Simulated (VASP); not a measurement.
WS2 (2H sheet), 12 atoms in the cell. The cell holds a wire with vacuum, 12 atoms: a = 18.100 Å, b = 12.400 Å, c = 3.085 Å, α = 90.00°, β = 90.00°, γ = 90.00°. 

| Property | Result |
| --- | --- |
| Program | VASP 6.6.1 |
| Task | single point |
| Functional | PBEsol |
| Potentials or basis | VASP PAW PBE potentials, release 64 (W_sv, S) |
| Cutoff | 520 eV |
| k mesh | 1 × 1 × 17 |
| Occupations | gaussian, width 0.05 eV |
| Spin | no spin polarisation |
| Dipole correction | no |
| Further INCAR settings | ALGO = Normal; EDIFF = 1e-07; NBANDS = 64 |

Potentials or basis: VASP PAW PBE potentials, release 64 (W_sv, S).

Run with:

```console
$ cat potpaw_PBE.64/W_sv/POTCAR potpaw_PBE.64/S/POTCAR > POTCAR
$ mpirun -np 1 vasp_std > vasp.out
```

Hardware: 1 thread of Intel(R) Xeon(R) 6975P-C (Granite Rapids), on a shared host.

Q: Estimate the wall time of this run.

A: Run time: 13 min on 1 thread of Intel(R) Xeon(R) 6975P-C (Granite Rapids), on a shared host, peak memory 0.81 GiB. Counts: scf iterations 36, k points 9.
